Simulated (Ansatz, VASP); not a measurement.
**Two plane-wave programs on In3B**

```xyz
4
Lattice="4.4309 0.0000 0.0000 0.0000 4.4309 0.0000 0.0000 0.0000 4.4309" Properties=species:S:1:pos:R:3 pbc="T T T"
In    0.0000    2.2154    2.2154
In    2.2154    0.0000    2.2154
In    2.2154    2.2154    0.0000
B     0.0000    0.0000    0.0000
```

Alike in both runs: functional r2SCAN; k mesh 4 × 4 × 4; occupations gaussian, width 0.1 eV; no spin polarisation.

Ansatz relaxed the structure, and its values are those at the end. VASP's run is a single point on that final structure, the one shown.

|  | VASP | Ansatz |
| --- | --- | --- |
| version | VASP 6.6.1 | Ansatz 0.2.0 |
| potentials or method | VASP PAW PBE potentials, release 64 (In_d, B), cutoff 520 eV | scalar-relativistic, plane waves, PAW |
| valence electrons in the cell | 42 | 42 |

Ansatz gave:

* gap on the k mesh at the Fermi level (eV): none
* pressure (GPa): -0.2

Problem. Which values does VASP return?

Solution. gap on the k mesh at the Fermi level (eV): none; pressure (GPa): -0.1.

VASP's potentials were made for PBE, not for r2SCAN. A gap of «none» marks a metal or a gap that the smearing closes. The functional is the same, so the differences come from potentials, cutoffs and numerics.
